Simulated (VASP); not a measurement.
Here is a VASP 6.6.1 calculation.

Contents of INCAR:

```
PREC = Accurate
ENCUT = 600
EDIFF = 1E-6
ISMEAR = -1
SIGMA = 0.05
LREAL = F
LASPH = T
NELM = 100
ALGO = Normal
ISIF = 3
LWAVE = F
LCHARG = F
GGA = RE
IBRION = 2
NSW = 60
EDIFFG = -0.01
```

KPOINTS

```
Automatic mesh
0
Gamma
  12 12 12
```

The input POSCAR:

```
TiSi2
1.0
   -1.4728720000      1.7121300000      4.2120830000
    1.4728720000     -1.7121300000      4.2120830000
    1.4728720000      1.7121300000     -4.2120830000
Ti Si
1 2
Direct
    0.0000000000      0.0000000000      0.0000000000
    0.6700780000      0.6700780000      0.0000000000
    0.3299220000      0.3299220000      0.0000000000
```

Potentials or basis: VASP PAW PBE potentials, release 64 (Ti_sv, Si).

The run is started by

```console
$ cat potpaw_PBE.64/Ti_sv/POTCAR potpaw_PBE.64/Si/POTCAR > POTCAR
$ mpirun -np 1 vasp_std > vasp.out
```

(1) Estimate the band gap on the k mesh.

(2) Estimate the relaxed cell.

(3) What does it give for the relaxed volume?

Answers

(1) zero (bands 10 and 11 overlap by 2.28 eV).

(2) a = 4.790 Å, b = 4.790 Å, c = 4.790 Å, α = 143.87°, β = 137.96°, γ = 56.61°.

(3) 14.35 Å³/atom.

Caveat: the PAW data sets were made with another functional, which shifts forces and pressure a little.
